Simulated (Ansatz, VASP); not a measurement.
NaCl in VASP and in Ansatz

File POSCAR:

```
NaCl
1.0
    0.0000000000      2.8026987877      2.8026987877
    2.8026987877      0.0000000000      2.8026987877
    2.8026987877      2.8026987877      0.0000000000
Na Cl
1 1
Direct
    0.0000000000      0.0000000000      0.0000000000
    0.5000000000      0.5000000000      0.5000000000
```

INCAR.step1

```
SYSTEM = NaCl
  ALGO = Normal
  EDIFF = 1E-4
  ENCUT = 520
  GGA = PE
  ISMEAR = 0
  LASPH = .TRUE.
  LCHARG = .FALSE.
  LREAL = .FALSE.
  LWAVE = .TRUE.
  NBANDS = 14
  NELM = 60
  PREC = Accurate
  SIGMA = 0.01
```

INCAR.step2

```
SYSTEM = NaCl
  ALGO = Normal
  EDIFF = 1E-6
  ENCUT = 520
  ISIF = 2
  ISMEAR = 0
  ISTART = 1
  LASPH = .TRUE.
  LCHARG = .FALSE.
  LMIXTAU = .TRUE.
  LREAL = .FALSE.
  LWAVE = .FALSE.
  METAGGA = R2SCAN
  NBANDS = 14
  NELM = 60
  PREC = Accurate
  SIGMA = 0.01
```

KPOINTS

```
k-points
0
G
  8 8 8
  0 0 0
```

Input for Ansatz:

```yaml
crystal:
  lattice:
    - [0.0, 2.8026987877, 2.8026987877]
    - [2.8026987877, 0.0, 2.8026987877]
    - [2.8026987877, 2.8026987877, 0.0]
  atoms:
    - { symbol: Na, position: [0.0, 0.0, 0.0] }
    - { symbol: Cl, position: [0.5, 0.5, 0.5] }
kpoints:
  mp_grid: { grid: [8, 8, 8] }
  band_path:
    path:
      - [0.0, 0.0, 0.0]
      - [0.5, 0.0, 0.5]
      - [0.625, 0.25, 0.625]
      - [0.375, 0.375, 0.75]
      - [0.5, 0.5, 0.5]
      - [0.5, 0.25, 0.75]
    npoints: 1
hamiltonian:
  xc: r2scan
scf:
  occupations: { method: fixed }
  n_extra_bands: 4
output:
  forces: true
  stress: true
  eigenvalues: true
```

Alike in both runs: task single point; functional r2SCAN; k mesh 8 × 8 × 8; no spin polarisation.

```csv
,VASP,Ansatz
version,VASP 6.6.1,Ansatz 0.2.0
potentials or method,"VASP PAW PBE potentials, release 64 (Na_pv, Cl)","plane waves, PAW"
plane-wave cutoff (eV),520,500
occupations,"gaussian, width 0.01 eV",fixed
valence electrons in the cell,14,16
```

|  | VASP | Ansatz | Ansatz less VASP |
| --- | --- | --- | --- |
| gap on the k mesh at the Fermi level (eV) | 6.00 | 5.98 | -0.023 |
| pressure (GPa) | -0.1 | 0.0 | +0.19 |

VASP's potentials were made for PBE, not for r2SCAN. VASP's potentials hold 14 valence electrons a cell and Ansatz's 16, so a difference there can come from the potentials and not from the codes.
